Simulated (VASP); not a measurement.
# PbO2 (R-3m) in VASP: notebook, part 2 of 2

VASP 6.6.1. The steps go on from the part before.

## 3. Single point, PBE

INCAR

```
PREC = Accurate
ENCUT = 520
EDIFF = 1E-7
ISMEAR = 0
SIGMA = 0.01
LREAL = F
LASPH = T
NELM = 100
ALGO = Normal
ISIF = 2
LWAVE = F
LCHARG = F
GGA = PE
NBANDS = 20
```

KPOINTS

```
Automatic mesh
0
Gamma
  12 12 12
```

POSCAR

```
PbO2
1.0
    1.7229055308      0.9947199720      4.4559399160
   -1.7229055308      0.9947199720      4.4559399160
    0.0000000000     -1.9894399440      4.4559399160
Pb O
1 2
Direct
    0.0000000000      0.0000000000      0.0000000000
    0.2557609933      0.2557609933      0.2557609933
    0.7442390067      0.7442390067      0.7442390067
```

Potentials or basis: VASP PAW PBE potentials, release 64 (Pb_d, O).

On the command line:

```
cat potpaw_PBE.64/Pb_d/POTCAR potpaw_PBE.64/O/POTCAR > POTCAR
mpirun -np 1 vasp_std > vasp.out
```

OUTCAR:

```text
PREC = Accurate
   ENCUT = 520
   EDIFF = 1E-7
   ISMEAR = 0
   LREAL = F
   LASPH = T
   NELM = 100
   ISIF = 2
   GGA = PE

 ion  position               nearest neighbor table
   1  0.000  0.000  0.000-   3 2.24   3 2.24   2 2.24   2 2.24   3 2.24   2 2.24
   2  0.256  0.256  0.256-   1 2.24   1 2.24   1 2.24
   3  0.744  0.744  0.744-   1 2.24   1 2.24   1 2.24

  LATTYP: Found a trigonal (rhomboedric) cell.
 ALAT       =     4.8798844070
 COS(alpha) =     0.7506933537

  Lattice vectors:

 A1 = (   1.7229055308,   0.9947199720,   4.4559399160)
 A2 = (  -1.7229055308,   0.9947199720,   4.4559399160)
 A3 = (   0.0000000000,  -1.9894399440,   4.4559399160)

Analysis of symmetry for initial positions (statically):
=====================================================================
 Subroutine PRICEL returns:
 Original cell was already a primitive cell.

 Routine SETGRP: Setting up the symmetry group for a
 trigonal (rhombohedral) supercell.

 Subroutine GETGRP returns: Found 12 space group operations
[... 163 lines left out ...]
  free energy    TOTEN  =       -15.68097233 eV

  energy without entropy =      -15.68097233  energy(sigma->0) =      -15.68097233

 E-fermi :   3.4251     XC(G=0): -10.1608

 val. band max:        3.3739481280   @ k =   0.5000   0.5000  -0.0000
 cond. band min:       3.4910037321   @ k =   0.0000   0.0000   0.0000
 fundamental gap:      0.1170556040
 Fermi energy:         3.4250956752

 k-point     1 :       0.0000    0.0000    0.0000
  band No.  band energies     occupation
      1     -14.6078      2.00000
      2     -12.5992      2.00000
      3     -12.0287      2.00000
      4     -12.0287      2.00000
      5     -11.7744      2.00000
      6     -11.7323      2.00000
[... 541 lines left out ...]
     19      16.7579      0.00000
     20      17.7616      0.00000

 [... further k-points ...]

------------------------ aborting loop because EDIFF is reached ----------------------------------------

  FORCE on cell =-STRESS in cart. coord.  units (eV):
  Direction    XX          YY          ZZ          XY          YZ          ZX
  --------------------------------------------------------------------------------------
  -------------------------------------------------------------------------------------
  Total        0.1119921      0.1119921      0.0028609      0.0000000      0.0000000      0.0000000
  in kB        3.9160217      3.9160217      0.1000386      0.0000000      0.0000000      0.0000000
  external PRESSURE =       2.6440273 kB  Pullay stress =       0.0000000 kB

 VOLUME and BASIS-vectors are now :
 -----------------------------------------------------------------------------
  energy-cutoff  :      520.00
  volume of cell :       45.82
      direct lattice vectors                 reciprocal lattice vectors
     1.722905531  0.994719972  4.455939916     0.290207438  0.167551342  0.074806514
    -1.722905531  0.994719972  4.455939916    -0.290207438  0.167551342  0.074806514
     0.000000000 -1.989439944  4.455939916     0.000000000 -0.335102685  0.074806514

 POSITION                                       TOTAL-FORCE (eV/Angst)
 -----------------------------------------------------------------------------------
      0.00000      0.00000      0.00000         0.000000      0.000000      0.000000
      0.00000      0.00000      3.41897         0.000000      0.000000     -0.032620
      0.00000      0.00000      9.94885         0.000000     -0.000000      0.032620
 -----------------------------------------------------------------------------------
    total drift:                                0.000000      0.000000      0.000000

  FREE ENERGIE OF THE ION-ELECTRON SYSTEM (eV)
  ---------------------------------------------------
  free  energy   TOTEN  =       -15.6809723341 eV

  energy  without entropy=      -15.6809723341  energy(sigma->0) =      -15.68097233
```

stdout:

```text
POSCAR found type information on POSCAR PbO
 POSCAR found :  2 types and       3 ions
 scaLAPACK will be used
 LDA part: xc-table for (Slater+PW92), standard interpolation
 POSCAR, INCAR and KPOINTS ok, starting setup
 FFT: planning ... GRIDC
 FFT: planning ... GRID_SOFT
 FFT: planning ... GRID
 WAVECAR not read
 entering main loop
```

Run time: 84 s. Hardware: 1 thread of Intel Xeon 6975P-C (Granite Rapids), shared host; peak memory 0.31 GiB.

What came out:

| Item | Value |
| --- | --- |
| Free energy | -15.6810 eV |
| Pressure | 0.3 GPa |
| Largest force | 0.033 eV/Å |
| Band gap on the k mesh | 0.12 eV, indirect (least direct gap 0.18 eV) |

Forces in eV/Å, atoms in the order of the input:
```
Pb   0.000  0.000  0.000
O    0.000  0.000 -0.033
O    0.000  0.000  0.033
```

Stress tensor (GPa, compression positive):
```
0.39 0.00 0.00
0.00 0.39 0.00
0.00 0.00 0.01
```

Caveat: spin-orbit coupling is left out, which moves the levels of the heavy elements. A k mesh can miss the band edges.

## 4. Relaxation of cell and atoms, PBE

This run uses another cell than the first one, of 15.46 Å³/atom, 1.012 times its volume.

INCAR

```
SYSTEM = PbO2
PREC = Accurate ; ENCUT = 600
EDIFF = 1E-6 ; ISMEAR = 0
SIGMA = 0.01 ; LREAL = .FALSE.
LASPH = .TRUE. ; NELM = 100
ALGO = Normal ; ISIF = 3
LWAVE = .FALSE. ; LCHARG = .FALSE.
GGA = PE ; IBRION = 2
NSW = 100 ; EDIFFG = -0.01
```

KPOINTS

```
Automatic mesh
0
G
  12 12 12
  0 0 0
```

POSCAR

```
PbO2
1.0
    1.7189456660      0.9924337430      4.5306621427
   -1.7189456660      0.9924337430      4.5306621427
    0.0000000000     -1.9848674860      4.5306621427
Pb O
1 2
Direct
    0.0000000000      0.0000000000      0.0000000000
    0.2565400605      0.2565400605      0.2565400605
    0.7434599395      0.7434599395      0.7434599395
```

Potentials or basis: VASP PAW PBE potentials, release 64 (Pb_d, O).

On the command line:

```
cat potpaw_PBE.64/Pb_d/POTCAR potpaw_PBE.64/O/POTCAR > POTCAR
mpirun -np 1 vasp_std > vasp.out
```

OUTCAR:

```text
SYSTEM = PbO2
   PREC = Accurate
   ENCUT = 600
   EDIFF = 1E-6
   ISMEAR = 0
   LREAL = .FALSE.
   LASPH = .TRUE.
   NELM = 100
   ISIF = 3
   GGA = PE
   IBRION = 2
   NSW = 100
   EDIFFG = -0.01

 ion  position               nearest neighbor table
   1  0.000  0.000  0.000-   3 2.24   3 2.24   2 2.24   2 2.24   3 2.24   2 2.24
   2  0.257  0.257  0.257-   1 2.24   1 2.24   1 2.24
   3  0.743  0.743  0.743-   1 2.24   1 2.24   1 2.24

  LATTYP: Found a trigonal (rhomboedric) cell.
 ALAT       =     4.9463722452
 COS(alpha) =     0.7584646500

  Lattice vectors:

 A1 = (   1.7189456660,   0.9924337430,   4.5306621427)
 A2 = (  -1.7189456660,   0.9924337430,   4.5306621427)
 A3 = (   0.0000000000,  -1.9848674860,   4.5306621427)

Analysis of symmetry for initial positions (statically):
=====================================================================
 Subroutine PRICEL returns:
 Original cell was already a primitive cell.

 Routine SETGRP: Setting up the symmetry group for a
 trigonal (rhombohedral) supercell.

 Subroutine GETGRP returns: Found 12 space group operations
 (whereof 12 operations were pure point group operations)
 out of a pool of 12 trial point group operations.

The static configuration has the point symmetry D_3d.

Analysis of symmetry for dynamics (positions and initial velocities):
=====================================================================
 Subroutine PRICEL returns:
 Original cell was already a primitive cell.

 Routine SETGRP: Setting up the symmetry group for a
 trigonal (rhombohedral) supercell.

 Subroutine GETGRP returns: Found 12 space group operations
 (whereof 12 operations were pure point group operations)
 out of a pool of 12 trial point group operations.

The dynamic configuration has the point symmetry D_3d.

 Subroutine INISYM returns: Found 12 space group operations
[... 143 lines left out ...]
  ---------------------------------------------------
  ext. energy  EPLUGINS =         0.00000000
  ---------------------------------------------------
  free energy    TOTEN  =       -15.68389389 eV

  energy without entropy =      -15.68389389  energy(sigma->0) =      -15.68389389

------------------------ aborting loop because EDIFF is reached ----------------------------------------

  FORCE on cell =-STRESS in cart. coord.  units (eV):
  Direction    XX          YY          ZZ          XY          YZ          ZX
  --------------------------------------------------------------------------------------
  -------------------------------------------------------------------------------------
  Total        0.1197210      0.1197210     -0.0780712      0.0000000      0.0000000      0.0000000
  in kB        4.1362278      4.1362278     -2.6972714      0.0000000      0.0000000      0.0000000
  external PRESSURE =       1.8583947 kB  Pullay stress =       0.0000000 kB
[... 92 lines left out ...]
  FREE ENERGIE OF THE ION-ELECTRON SYSTEM (eV)
  ---------------------------------------------------
  free  energy   TOTEN  =       -15.6841831717 eV

  energy  without entropy=      -15.6841831717  energy(sigma->0) =      -15.68418317

[... ionic steps 4 to 12 ...]

--------------------------------------- Ionic step       13  -------------------------------------------

 number of electron      26.0000001 magnetization

------------------------ aborting loop because EDIFF is reached ----------------------------------------
[... 69 lines left out ...]
--------------------------------------- Ionic step       15  -------------------------------------------

 number of electron      26.0000001 magnetization

 Free energy of the ion-electron system (eV)
  ---------------------------------------------------
  ext. energy  EPLUGINS =         0.00000000
  ---------------------------------------------------
  free energy    TOTEN  =       -15.68729111 eV

  energy without entropy =      -15.68727739  energy(sigma->0) =      -15.68728425

 E-fermi :   3.7177     XC(G=0): -10.3336

 val. band max:        3.7101788518   @ k =   0.4167   0.4167   0.0000
 cond. band min:       4.1231075876   @ k =   0.0833   0.0833   0.0833
 fundamental gap:      0.4129287359
 Fermi energy:         3.7177424281

 k-point     1 :       0.0000    0.0000    0.0000
  band No.  band energies     occupation
      1     -14.3250      2.00000
      2     -12.2474      2.00000
      3     -11.7297      2.00000
      4     -11.7297      2.00000
      5     -11.4912      2.00000
      6     -11.4411      2.00000
[... 457 lines left out ...]
      4     -11.4382      2.00000
      5     -11.4062      2.00000
      6     -10.9743      2.00000
[... 9 lines left out ...]
     16      12.2955      0.00000
     17      13.9681      0.00000

 [... further k-points ...]

------------------------ aborting loop because EDIFF is reached ----------------------------------------

  FORCE on cell =-STRESS in cart. coord.  units (eV):
  Direction    XX          YY          ZZ          XY          YZ          ZX
  --------------------------------------------------------------------------------------
  -------------------------------------------------------------------------------------
  Total       -0.0180649     -0.0180649      0.0121040      0.0000000      0.0000000     -0.0000000
  in kB       -0.6475709     -0.6475709      0.4338908      0.0000000      0.0000000     -0.0000000
  external PRESSURE =      -0.2870837 kB  Pullay stress =       0.0000000 kB
[... 18 lines left out ...]
  FREE ENERGIE OF THE ION-ELECTRON SYSTEM (eV)
  ---------------------------------------------------
  free  energy   TOTEN  =       -15.6872911115 eV

  energy  without entropy=      -15.6872773870  energy(sigma->0) =      -15.68728425

 reached required accuracy - stopping structural energy minimisation
```

Run time: 16 min. Hardware: 1 thread of Intel Xeon 6975P-C (Granite Rapids), shared host; peak memory 0.37 GiB.

What came out:

| Property | Result |
| --- | --- |
| Free energy | -15.6873 eV |
| Relaxed volume | 14.90 Å³/atom |
| Relaxed cell | a = 4.747 Å, b = 4.747 Å, c = 4.747 Å, α = 42.78°, β = 42.78°, γ = 42.78° |
| Space group after relaxing (to 0.05 Å) | R-3m (No. 166) |
| Energy gained by relaxing | 1.1 meV/atom |
| Ionic steps | 15 |
| Pressure after relaxing | 0.0 GPa |
| Largest force after relaxing | 0.006 eV/Å |
| Band gap on the k mesh | zero (band 13 reaches 3.71 eV, above the bottom of band 14 at 3.68 eV) |

Forces on the atoms (eV/Å):
```
Pb   0.000  0.000  0.000
O    0.000  0.000 -0.006
O    0.000  0.000  0.006
```

The path:
```csv
step,energy change (eV),largest force (eV/Å),pressure (GPa),volume (Å³)
1,0.0000,0.0211,0.19,46.37
2,-0.0003,0.0055,-0.28,46.49
3,-0.0003,0.0056,-0.26,46.49
4,-0.0006,0.0126,-0.21,46.40
5,-0.0012,0.0587,-0.07,46.12
6,-0.0012,0.0746,-0.01,46.03
7,-0.0014,0.0696,-0.05,45.95
8,-0.0021,0.0527,-0.15,45.71
9,-0.0029,0.0220,-0.33,45.24
10,-0.0022,0.0462,-0.52,44.27
11,-0.0031,0.0070,-0.37,44.96
12,-0.0032,0.0289,0.35,44.49
13,-0.0034,0.0204,0.08,44.67
14,-0.0034,0.0188,0.03,44.70
15,-0.0034,0.0060,-0.03,44.70
```

Final structure:
```xyz
3
Lattice="1.7311 0.9995 4.3054 -1.7311 0.9995 4.3054 0.0000 -1.9989 4.3054" Properties=species:S:1:pos:R:3 pbc="T T T"
Pb    0.0000    0.0000    0.0000
O     0.0000    0.0000    3.2788
O     0.0000    0.0000    9.6375
```

Caveat: spin-orbit coupling is left out, which moves the levels of the heavy elements.
